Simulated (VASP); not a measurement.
# MgO (P-6m2) in VASP: notebook, part 2 of 2

VASP 6.6.1. The steps go on from the part before.

## Step 3: Single point, PBEsol-based global hybrid

The input, POSCAR:

```
MgO
1.0
    2.9380209034      0.0000000000      0.0000000000
   -1.4690104517      2.5444007392      0.0000000000
    0.0000000000      0.0000000000      2.6796800000
Mg O
1 1
Direct
    0.0000000000      0.0000000000      0.0000000000
    0.3333333333      0.6666666667      0.5000000000
```

The input, INCAR.step1:

```
SYSTEM = MgO
PREC = Accurate
ENCUT = 520
EDIFF = 1E-5
ISMEAR = -1
SIGMA = 0.05
LREAL = .False.
LASPH = .True.
NELM = 100
ALGO = Normal
ISIF = 2
LWAVE = .True.
LCHARG = .False.
NBANDS = 11
GGA = PE
```

The input, INCAR.step2:

```
SYSTEM = MgO
PREC = Accurate
ENCUT = 520
EDIFF = 1E-6
ISMEAR = -1
SIGMA = 0.05
LREAL = .False.
LASPH = .True.
NELM = 100
ALGO = Normal
ISIF = 2
LWAVE = .False.
LCHARG = .False.
GGA = PS
LHFCALC = .True.
AEXX = 0.25
PRECFOCK = Normal
NBANDS = 11
ISTART = 1
```

The input, KPOINTS:

```
Automatic mesh
0
Gamma
  5 5 5
  0 0 0
```

Potentials or basis: VASP PAW PBE potentials, release 64 (Mg, O).

The run is started by

```bash
> cat potpaw_PBE.64/Mg/POTCAR potpaw_PBE.64/O/POTCAR > POTCAR
> cp INCAR.step1 INCAR
> mpirun -np 1 vasp_std > vasp.out
> cp INCAR.step2 INCAR
> mpirun -np 1 vasp_std > vasp.out
```

OUTCAR:

```text
SYSTEM = MgO
   PREC = Accurate
   ENCUT = 520
   EDIFF = 1E-6
   ISMEAR = -1
   LREAL = .False.
   LASPH = .True.
   NELM = 100
   ISIF = 2
   GGA = PS
   LHFCALC = .True.
   AEXX = 0.25
   PRECFOCK = Normal
   ISTART = 1

 ion  position               nearest neighbor table
   1  0.000  0.000  0.000-   2 2.16   2 2.16   2 2.16   2 2.16   2 2.16   2 2.16
   2  0.333  0.667  0.500-   1 2.16   1 2.16   1 2.16   1 2.16   1 2.16   1 2.16

  LATTYP: Found a hexagonal cell.
 ALAT       =     2.9380209034
[... 398 lines left out ...]

  FORCE on cell =-STRESS in cart. coord.  units (eV):
  Direction    XX          YY          ZZ          XY          YZ          ZX
  --------------------------------------------------------------------------------------
  -------------------------------------------------------------------------------------
  Total       -1.0315279     -1.0315279     -1.2300743      0.0000000      0.0000000      0.0000000
  in kB      -82.5027137    -82.5027137    -98.3826695      0.0000000      0.0000000      0.0000000
  external PRESSURE =     -87.7960323 kB  Pullay stress =       0.0000000 kB

 VOLUME and BASIS-vectors are now :
 -----------------------------------------------------------------------------
  energy-cutoff  :      520.00
  volume of cell :       20.03
      direct lattice vectors                 reciprocal lattice vectors
     2.938020903  0.000000000  0.000000000     0.340365175  0.196509926  0.000000000
    -1.469010452  2.544400739  0.000000000     0.000000000  0.393019851  0.000000000
     0.000000000  0.000000000  2.679680000     0.000000000  0.000000000  0.373178887

 POSITION                                       TOTAL-FORCE (eV/Angst)
 -----------------------------------------------------------------------------------
      0.00000      0.00000      0.00000         0.000000      0.000000      0.000000
     -0.00000      1.69627      1.33984        -0.000000     -0.000000      0.000000
 -----------------------------------------------------------------------------------
    total drift:                               -0.000000      0.000000     -0.000000

  FREE ENERGIE OF THE ION-ELECTRON SYSTEM (eV)
  ---------------------------------------------------
  free  energy   TOTEN  =       -14.4920539706 eV

  energy  without entropy=      -14.4920539706  energy(sigma->0) =      -14.49205397
```

OUTCAR.step1:

```text
SYSTEM = MgO
   PREC = Accurate
   ENCUT = 520
   EDIFF = 1E-5
   ISMEAR = -1
   LREAL = .False.
[... 421 lines left out ...]
      0.00000      0.00000      0.00000         0.000000     -0.000000      0.000000
     -0.00000      1.69627      1.33984        -0.000000      0.000000      0.000000
 -----------------------------------------------------------------------------------
    total drift:                                0.000000     -0.000000     -0.000000

  FREE ENERGIE OF THE ION-ELECTRON SYSTEM (eV)
  ---------------------------------------------------
  free  energy   TOTEN  =       -11.2255743628 eV

  energy  without entropy=      -11.2255743627  energy(sigma->0) =      -11.22557436
```

Run time: 2.8 min. Hardware: 1 thread of AMD EPYC 7R13 (Zen 3), shared host; peak memory 0.11 GiB.

What came out:

| Quantity | Value |
| --- | --- |
| Free energy | -14.4921 eV |
| Pressure | -8.8 GPa |
| Band gap on the k mesh | 5.28 eV, indirect (least direct gap 5.70 eV) |

Levels at points of the mesh, in eV from the valence-band top:
```
           k point  band 2  band 3  band 4  band 5  band 6  band 7
(0.00, 0.00, 0.00)   -0.61   -0.61   -0.41    5.28   14.37   18.21
```

Caveat: the k points lie up to 0.49 Å⁻¹ apart; the PAW data sets were made with another functional, which shifts forces and pressure a little. A k mesh can miss the band edges.

## Step 4: Single point, LDA (volume scaled by 1.06)

The input, INCAR:

```
PREC = Accurate
ENCUT = 520
EDIFF = 1E-6
ISMEAR = -1
SIGMA = 0.05
LREAL = F
LASPH = T
NELM = 100
ALGO = Normal
ISIF = 2
LWAVE = F
LCHARG = F
NBANDS = 11
```

The input, KPOINTS:

```
Automatic mesh
0
Gamma
  10 10 10
```

The input, POSCAR:

```
MgO
1.0
    2.9956437857      0.0000000000      0.0000000000
   -1.4978218928      2.5943036191      0.0000000000
    0.0000000000      0.0000000000      2.7322360880
Mg O
1 1
Direct
    0.0000000000      0.0000000000      0.0000000000
    0.3333333333      0.6666666667      0.5000000000
```

Potentials or basis: VASP PAW LDA potentials, release 64 (Mg, O).

The run is started by

```bash
> cat potpaw_LDA.64/Mg/POTCAR potpaw_LDA.64/O/POTCAR > POTCAR
> mpirun -np 1 vasp_std > vasp.out
```

Wall time 5.4 s (1 thread of Intel Xeon 6975P-C, shared host); peak memory 0.14 GiB.

It converged, with:

- Free energy: -12.5709 eV
- Pressure: -17.0 GPa
- Band gap on the k mesh: 2.53 eV, indirect (least direct gap 2.92 eV)

Stress tensor (GPa, compression positive):
```
-15.96   0.00   0.00
  0.00 -15.96   0.00
  0.00   0.00 -19.06
```

Levels at points of the mesh, in eV from the valence-band top:
| k point | band 1 | band 2 | band 3 | band 4 | band 5 | band 6 | band 7 | band 8 |
| --- | --- | --- | --- | --- | --- | --- | --- | --- |
| (0.00, 0.00, 0.00) | -16.86 | -0.56 | -0.56 | -0.39 | 2.53 | 11.45 | 14.82 | 14.82 |
| (0.50, 0.00, 0.00) | -15.89 | -4.68 | -1.24 | -0.04 | 6.17 | 9.73 | 12.50 | 16.70 |
| (0.00, 0.00, 0.50) | -15.85 | -5.15 | -0.07 | -0.07 | 7.67 | 8.41 | 16.89 | 16.89 |
| (0.50, 0.00, 0.50) | -15.18 | -3.54 | -3.18 | -0.76 | 5.46 | 10.82 | 12.95 | 14.03 |

 A k mesh can miss the band edges.

## Step 5: The runs side by side

| level | potentials or basis | cell | k mesh | grid for exact exchange (PRECFOCK) | share of exact exchange | gap on the mesh (eV) | pressure (GPa) |
| --- | --- | --- | --- | --- | --- | --- | --- |
| PBE0 | VASP PAW PBE potentials, release 64 (Mg, O) | a = 2.938, b = 2.938, c = 2.680 Å, angles 90.0, 90.0, 120.0°, 2 atoms | 5 × 5 × 5 | Normal | - | 5.34 | -6.0 |
| PBEsol-based global hybrid | VASP PAW PBE potentials, release 64 (Mg, O) | a = 2.938, b = 2.938, c = 2.680 Å, angles 90.0, 90.0, 120.0°, 2 atoms | 5 × 5 × 5 | Normal | 0.25 | 5.28 | -8.8 |
| LDA | VASP PAW LDA potentials, release 64 (Mg, O) | a = 2.996, b = 2.996, c = 2.732 Å, angles 90.0, 90.0, 120.0°, 2 atoms | 10 × 10 × 10 | - | - | 2.53 | -17.0 |

Alike in all rows: task single point; no spin polarisation; cutoff (eV) 520; smearing fermi-dirac 0.05 eV.

Caveats: some runs use coarse meshes; the PAW data sets were made with another functional, which shifts forces and pressure a little (some runs).

Total energies depend on the potentials used, so only differences within one code and one set of settings carry meaning.
